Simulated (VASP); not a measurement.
Here is a VASP 6.6.1 calculation.

File INCAR:

```
PREC = Accurate
ENCUT = 520
EDIFF = 1E-7
ISMEAR = -1
SIGMA = 0.1
LREAL = False
LASPH = True
NELM = 100
ALGO = Normal
ISIF = 2
LWAVE = False
LCHARG = False
GGA = B5
ALDAX = 1.0
AGGAX = 1.0
AGGAC = 1.0
ALDAC = 0.0
NBANDS = 18
```

The input KPOINTS:

```
regular mesh
0
Gamma
  16 16 9
```

The input POSCAR:

```
Y
1.0
    3.8271909066      0.0000000000      0.0000000000
   -1.9135954533      3.3144445503      0.0000000000
    0.0000000000      0.0000000000      5.9694818413
Y
2
Direct
    0.3333333333      0.6666666667      0.2500000000
    0.6666666667      0.3333333333      0.7500000000
```

Potentials or basis: VASP PAW PBE potentials, release 64 (Y_sv).

Run with:

```sh
$ cat potpaw_PBE.64/Y_sv/POTCAR > POTCAR
$ mpirun -np 1 vasp_std > vasp.out
```

(1) What does it give for the pressure?

(2) Estimate the band gap on the k mesh.

Results:

(1) -3.6 GPa.

(2) zero (band 11 reaches 3.55 eV, above the bottom of band 12 at 2.36 eV).

Caveat: the PAW data sets were made with another functional, which shifts forces and pressure a little.
